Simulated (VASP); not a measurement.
# Si16C (a cell with a defect) in VASP: single point with PBE+D3(BJ)

Aim: the single point of Si16C (a cell with a defect) with PBE+D3(BJ).

Everything below comes from runs of VASP 6.6.1. Logs are shortened: lines on timing, memory, paths and dates and some standing lists are left out, and cuts for length are marked.

### 1 The cell of the first run

The cell holds a defect, 17 atoms: a = 7.679 Å, b = 7.679 Å, c = 7.679 Å, α = 60.00°, β = 60.00°, γ = 60.00°.

### 2 Single point, PBE+D3(BJ), collinear spin

File INCAR:

```
SYSTEM = Si16C
PREC = Accurate ; ENCUT = 520
EDIFF = 1E-6 ; ISMEAR = -1
SIGMA = 0.05 ; LREAL = Auto
LASPH = .TRUE. ; NELM = 150
ALGO = Normal ; ISIF = 2
LWAVE = .FALSE. ; LCHARG = .FALSE.
ISPIN = 2 ; MAGMOM = 0 0 0 0 0 0 0 0 0 0 0 0 0 0 0 0 1
LORBIT = 11 ; GGA = PE
IVDW = 12 ; NBANDS = 52
```

File KPOINTS:

```
Automatic mesh
0
G
  2 2 2
  0 0 0
```

File POSCAR:

```
Si16C
1.0
    0.0000000000      5.4300000000      5.4300000000
    5.4300000000      0.0000000000      5.4300000000
    5.4300000000      5.4300000000      0.0000000000
Si C
16 1
Direct
   -0.0103010941     -0.0104327108      0.0042628824
    0.1476208006      0.1475800817      0.0550208760
    0.0601836045      0.0597359604      0.4118264177
    0.1246141637      0.1244681689      0.6298733343
   -0.0165307568      0.5075399029      0.0091676547
    0.1196487761      0.6168311349      0.1373384913
   -0.0184248628      0.4920445378      0.5105069540
    0.0796815986      0.6296204707      0.6422087242
    0.5072712172     -0.0169995536      0.0103263757
    0.6168722177      0.1194705853      0.1377439565
    0.4920977493     -0.0185040700      0.5107979706
    0.6281031167      0.0810502388      0.6432665857
    0.4930861600      0.4929586761      0.0049731457
    0.6098994819      0.6093458232      0.1460952729
    0.4770319318      0.4754870862      0.5207178244
    0.6081901357      0.6081672466      0.6311187352
    0.8971088600      0.8987775208      0.5512160986
```

Potentials or basis: VASP PAW PBE potentials, release 64 (Si, C).

On the command line:

```console
$ cat potpaw_PBE.64/Si/POTCAR potpaw_PBE.64/C/POTCAR > POTCAR
$ mpirun -np 1 vasp_std > vasp.out
```

OUTCAR:

```text
SYSTEM = Si16C
   PREC = Accurate
   ENCUT = 520
   EDIFF = 1E-6
   ISMEAR = -1
   LREAL = Auto
   LASPH = .TRUE.
   NELM = 150
   ISIF = 2
   ISPIN = 2
   LORBIT = 11
   GGA = PE
   IVDW = 12
 IVDW          = 12

 ion  position               nearest neighbor table
   1  0.990  0.990  0.004-   6 2.34  10 2.34   2 2.35   4 2.35
   2  0.148  0.148  0.055-   3 2.28   9 2.31   5 2.31   1 2.35
   3  0.060  0.060  0.412-  17 1.77   2 2.28   4 2.28   8 2.83  12 2.84
   4  0.125  0.124  0.630-   3 2.28  11 2.31   7 2.31   1 2.35
   5  0.983  0.508  0.009-   8 2.31   2 2.31   6 2.35  14 2.35
   6  0.120  0.617  0.137-   1 2.34  13 2.34   7 2.34   5 2.35
   7  0.982  0.492  0.511-   8 2.31   4 2.31   6 2.34  16 2.34
   8  0.080  0.630  0.642-  17 1.83   7 2.31   5 2.31  15 2.50   3 2.83
   9  0.507  0.983  0.010-  12 2.31   2 2.31  10 2.34  14 2.35
  10  0.617  0.119  0.138-   1 2.34  11 2.34  13 2.34   9 2.34
  11  0.492  0.981  0.511-   4 2.31  12 2.31  10 2.34  16 2.34
  12  0.628  0.081  0.643-  17 1.83   9 2.31  11 2.31  15 2.48   3 2.84
  13  0.493  0.493  0.005-   6 2.34  10 2.34  16 2.35  14 2.35
  14  0.610  0.609  0.146-   5 2.35   9 2.35  13 2.35  15 2.35
  15  0.477  0.475  0.521-  16 2.35  14 2.35  12 2.48   8 2.50
  16  0.608  0.608  0.631-  11 2.34   7 2.34  13 2.35  15 2.35
  17  0.897  0.899  0.551-   3 1.77   8 1.83  12 1.83

  LATTYP: Found a face centered cubic cell.
 ALAT       =    10.8600000000

  Lattice vectors:

 A1 = (   0.0000000000,   5.4300000000,   5.4300000000)
 A2 = (   5.4300000000,   0.0000000000,   5.4300000000)
 A3 = (   5.4300000000,   5.4300000000,   0.0000000000)

Analysis of symmetry for initial positions (statically):
=====================================================================
 Subroutine PRICEL returns:
 Original cell was already a primitive cell.

 Routine SETGRP: Setting up the symmetry group for a
 face centered cubic supercell.

 Subroutine GETGRP returns: Found  1 space group operations
 (whereof  1 operations were pure point group operations)
 out of a pool of 48 trial point group operations.

The static configuration has the point symmetry C_1 .

Analysis of symmetry for dynamics (positions and initial velocities):
=====================================================================
 Subroutine PRICEL returns:
 Original cell was already a primitive cell.

 Routine SETGRP: Setting up the symmetry group for a
 face centered cubic supercell.

 Subroutine GETGRP returns: Found  1 space group operations
 (whereof  1 operations were pure point group operations)
 out of a pool of 48 trial point group operations.

The dynamic configuration has the point symmetry C_1 .

Analysis of structural, dynamic, and magnetic symmetry:
[... 171 lines left out ...]

  energy without entropy =      -91.09804989  energy(sigma->0) =      -91.10803752

 E-fermi :   6.3321     XC(G=0):  -9.5580

 val. band max:        6.2760764369   @ k =   0.0000   0.0000   0.5000
 cond. band min:       6.3678459851   @ k =   0.0000   0.0000   0.0000
 fundamental gap:      0.0917695483
 Fermi energy:         6.3321283225

 spin component 1

 k-point     1 :       0.0000    0.0000    0.0000
  band No.  band energies     occupation
      1      -7.0700      1.00000
      2      -5.3248      1.00000
      3      -3.8613      1.00000
      4      -3.8169      1.00000
      5      -3.7270      1.00000
      6      -2.9340      1.00000
[... 381 lines left out ...]
     45      10.1266      0.00000
     46      10.2152      0.00000
 Fermi energy:         6.3321283225

 spin component 2

 k-point     1 :       0.0000    0.0000    0.0000
  band No.  band energies     occupation
      1      -7.0700      1.00000
      2      -5.3248      1.00000
      3      -3.8613      1.00000
      4      -3.8169      1.00000
      5      -3.7270      1.00000
      6      -2.9340      1.00000
[... 381 lines left out ...]
     45      10.1266      0.00000
     46      10.2152      0.00000
 [bands above 46 left out]

------------------------ aborting loop because EDIFF is reached ----------------------------------------

 Edisp (eV)   -5.32908

 E8    (eV) :    -2.1876

  FORCE on cell =-STRESS in cart. coord.  units (eV):
  Direction    XX          YY          ZZ          XY          YZ          ZX
  --------------------------------------------------------------------------------------
  -------------------------------------------------------------------------------------
  Total       0.62639     0.59753     8.38452     2.07539    -0.26031    -0.24981
  in kB       3.13418     2.98979    41.95263    10.38440    -1.30250    -1.24993
  external pressure =       16.03 kB  Pullay stress =        0.00 kB

 VOLUME and BASIS-vectors are now :
 -----------------------------------------------------------------------------
  energy-cutoff  :      520.00
  volume of cell :      320.21
      direct lattice vectors                 reciprocal lattice vectors
     0.000000000  5.430000000  5.430000000    -0.092081031  0.092081031  0.092081031
     5.430000000  0.000000000  5.430000000     0.092081031 -0.092081031  0.092081031
     5.430000000  5.430000000  0.000000000     0.092081031  0.092081031 -0.092081031

 POSITION                                       TOTAL-FORCE (eV/Angst)
 -----------------------------------------------------------------------------------
      5.39650      5.39721     10.74742         0.001074     -0.004612      0.013544
      1.10012      1.10034      1.60294         0.012197     -0.000011     -0.012307
      2.56058      2.56301      0.65116         0.014182      0.001065      0.090363
      4.09607      4.09687      1.35252         0.003989     -0.010546     -0.021887
      2.80572      5.39002      8.09618         0.001363      0.037254     -0.020882
      4.09514      1.39544      3.99909         0.000829     -0.024765     -0.008169
[... 9 lines left out ...]
      6.72932      6.72945      6.60482         0.009652      0.024002      0.011337
      7.87347      7.86440      9.75166        -0.009084      0.010739      0.003787
 -----------------------------------------------------------------------------------
    total drift:                                0.004060      0.006828      0.008509

  FREE ENERGIE OF THE ION-ELECTRON SYSTEM (eV)
  ---------------------------------------------------
  free  energy   TOTEN  =       -96.4471069251 eV

  energy  without entropy=      -96.4271316663  energy(sigma->0) =      -96.43711930

 total charge

# of ion       s       p       d       tot
------------------------------------------
    1        0.741   0.947   0.000   1.688
    2        0.752   0.971   0.000   1.723
    3        0.793   0.923   0.000   1.716
    4        0.754   0.973   0.000   1.726
    5        0.749   0.959   0.000   1.708
    6        0.741   0.958   0.000   1.699
[... 9 lines left out ...]
   16        0.739   0.960   0.000   1.699
   17        0.885   1.601   0.000   2.486
--------------------------------------------------
tot         12.873  16.778   0.000  29.651

 magnetization (x)

# of ion       s       p       d       tot
------------------------------------------
    1       -0.000  -0.000   0.000  -0.000
    2        0.000   0.000   0.000   0.000
    3       -0.000  -0.000   0.000  -0.000
    4       -0.000   0.000   0.000   0.000
    5       -0.000   0.000   0.000   0.000
    6       -0.000  -0.000   0.000  -0.000
[... 9 lines left out ...]
   16       -0.000  -0.000   0.000  -0.000
   17       -0.000   0.000   0.000   0.000
--------------------------------------------------
tot         -0.000   0.000   0.000  -0.000
```

OSZICAR:

```text
N       E                     dE             d eps       ncg     rms          rms(c)
DAV:   1     0.165697179502E+03    0.16570E+03   -0.25949E+04  1664   0.107E+03
DAV:   2    -0.783541951663E+02   -0.24405E+03   -0.22916E+03  2048   0.166E+02
DAV:   3    -0.951013059554E+02   -0.16747E+02   -0.16403E+02  2128   0.392E+01
DAV:   4    -0.954994895853E+02   -0.39818E+00   -0.39697E+00  2088   0.736E+00
DAV:   5    -0.955095153560E+02   -0.10026E-01   -0.10020E-01  2144   0.113E+00    0.173E+01
DAV:   6    -0.912542754822E+02    0.42552E+01   -0.11825E+01  2472   0.136E+01    0.982E+00
DAV:   7    -0.912434478283E+02    0.10828E-01   -0.51690E+00  1912   0.659E+00    0.530E+00
DAV:   8    -0.911443960723E+02    0.99052E-01   -0.89192E-01  2192   0.292E+00    0.174E+00
DAV:   9    -0.911098742877E+02    0.34522E-01   -0.19774E-01  2240   0.161E+00    0.678E-01
DAV:  10    -0.911167165565E+02   -0.68423E-02   -0.51997E-02  2008   0.637E-01    0.370E-01
DAV:  11    -0.911172727909E+02   -0.55623E-03   -0.59873E-03  2304   0.260E-01    0.152E-01
DAV:  12    -0.911178654657E+02   -0.59267E-03   -0.19451E-03  1984   0.159E-01    0.703E-02
DAV:  13    -0.911180034602E+02   -0.13799E-03   -0.40735E-04  2232   0.640E-02    0.388E-02
DAV:  14    -0.911180163760E+02   -0.12916E-04   -0.45539E-05  2248   0.261E-02    0.163E-02
DAV:  15    -0.911180250786E+02   -0.87026E-05   -0.27135E-05  2208   0.171E-02    0.630E-03
DAV:  16    -0.911180251536E+02   -0.75024E-07   -0.32972E-06  2008   0.653E-03
   1 F= -.96447107E+02 E0= -.96437119E+02  d E =-.199753E-01  mag=     0.0000
```

Run time: 8.3 min. Hardware: 1 thread of Intel Xeon Platinum 8259CL at 2.50GHz (Skylake/Cascade Lake), shared host; peak memory 0.7 GiB.

What came out:

```
Free energy                                           : -96.4471 eV
Pressure                                              : 1.6 GPa
Largest force                                         : 0.091 eV/Å
Band gap on the k mesh                                : zero (filled and empty bands overlap)
Net moment                                            : 0.00 μB per cell
Valence electrons inside the program's atomic spheres : Si 1.69, 1.72, 1.73, 1.71, 1.70, 1.67, 1.65 (each value once); C 2.49
Dispersion energy per atom                            : -0.313 eV
```

Forces in eV/Å, atoms in the order of the input:
```
Si   0.001 -0.005  0.014
Si   0.012  0.000 -0.012
Si   0.014  0.001  0.090
Si   0.004 -0.011 -0.022
Si   0.001  0.037 -0.021
Si   0.001 -0.025 -0.008
Si  -0.036 -0.029 -0.028
Si  -0.021  0.064  0.024
Si   0.030  0.001 -0.020
Si  -0.023  0.001  0.005
Si  -0.013 -0.016 -0.011
Si  -0.007  0.006 -0.021
Si   0.004  0.009 -0.010
Si  -0.005  0.001  0.007
Si   0.036 -0.071 -0.002
Si   0.010  0.024  0.011
C   -0.009  0.011  0.004
```

Stress tensor (GPa, compression positive):
```
 0.31  1.04 -0.12
 1.04  0.30 -0.13
-0.12 -0.13  4.20
```

Levels at points of the mesh, in eV from the Fermi level:
Spin up:
| k point | band 30 | band 31 | band 32 | band 33 | band 34 | band 35 | band 36 | band 37 | band 38 | band 39 |
| --- | --- | --- | --- | --- | --- | --- | --- | --- | --- | --- |
| (0.00, 0.00, 0.00) | -1.39 | -1.21 | -0.79 | -0.49 | -0.46 | -0.39 | 0.04 | 0.32 | 0.53 | 0.66 |
| (0.50, 0.00, 0.00) | -1.57 | -1.39 | -1.27 | -1.01 | -0.21 | 0.70 | 0.71 | 1.07 | 1.13 | 1.22 |
| (0.00, 0.50, 0.00) | -1.57 | -1.39 | -1.27 | -0.99 | -0.21 | 0.70 | 0.71 | 1.07 | 1.14 | 1.21 |
| (0.00, 0.00, 0.50) | -1.72 | -1.27 | -1.26 | -0.98 | -0.06 | 0.53 | 0.70 | 0.95 | 1.14 | 1.21 |
| (0.50, 0.50, 0.50) | -1.73 | -1.21 | -1.19 | -1.10 | -0.14 | 0.61 | 0.73 | 1.04 | 1.07 | 1.28 |
| (0.50, 0.50, 0.00) | -1.82 | -1.80 | -1.73 | -1.12 | 0.31 | 0.50 | 0.99 | 1.45 | 1.78 | 1.79 |
| (0.00, 0.50, 0.50) | -1.86 | -1.80 | -1.68 | -0.99 | -0.85 | 0.85 | 1.13 | 1.40 | 1.91 | 2.08 |
| (0.50, 0.00, 0.50) | -1.86 | -1.81 | -1.69 | -1.00 | -0.85 | 0.85 | 1.14 | 1.40 | 1.92 | 2.08 |
Spin down:
| k point | band 30 | band 31 | band 32 | band 33 | band 34 | band 35 | band 36 | band 37 | band 38 | band 39 |
| --- | --- | --- | --- | --- | --- | --- | --- | --- | --- | --- |
| (0.00, 0.00, 0.00) | -1.39 | -1.21 | -0.79 | -0.49 | -0.46 | -0.39 | 0.04 | 0.32 | 0.53 | 0.66 |
| (0.50, 0.00, 0.00) | -1.57 | -1.39 | -1.27 | -1.01 | -0.21 | 0.70 | 0.71 | 1.07 | 1.13 | 1.22 |
| (0.00, 0.50, 0.00) | -1.57 | -1.39 | -1.27 | -0.99 | -0.21 | 0.70 | 0.71 | 1.07 | 1.14 | 1.21 |
| (0.00, 0.00, 0.50) | -1.72 | -1.27 | -1.26 | -0.98 | -0.06 | 0.53 | 0.70 | 0.95 | 1.14 | 1.21 |
| (0.50, 0.50, 0.50) | -1.73 | -1.21 | -1.19 | -1.10 | -0.14 | 0.61 | 0.73 | 1.04 | 1.07 | 1.28 |
| (0.50, 0.50, 0.00) | -1.82 | -1.80 | -1.73 | -1.12 | 0.31 | 0.50 | 0.99 | 1.45 | 1.78 | 1.79 |
| (0.00, 0.50, 0.50) | -1.86 | -1.80 | -1.68 | -0.99 | -0.85 | 0.85 | 1.13 | 1.40 | 1.91 | 2.08 |
| (0.50, 0.00, 0.50) | -1.86 | -1.81 | -1.69 | -1.00 | -0.85 | 0.85 | 1.14 | 1.40 | 1.92 | 2.08 |

Caveat: the k points lie up to 0.50 Å⁻¹ apart, too coarse for converged energies and pressures of a metal.
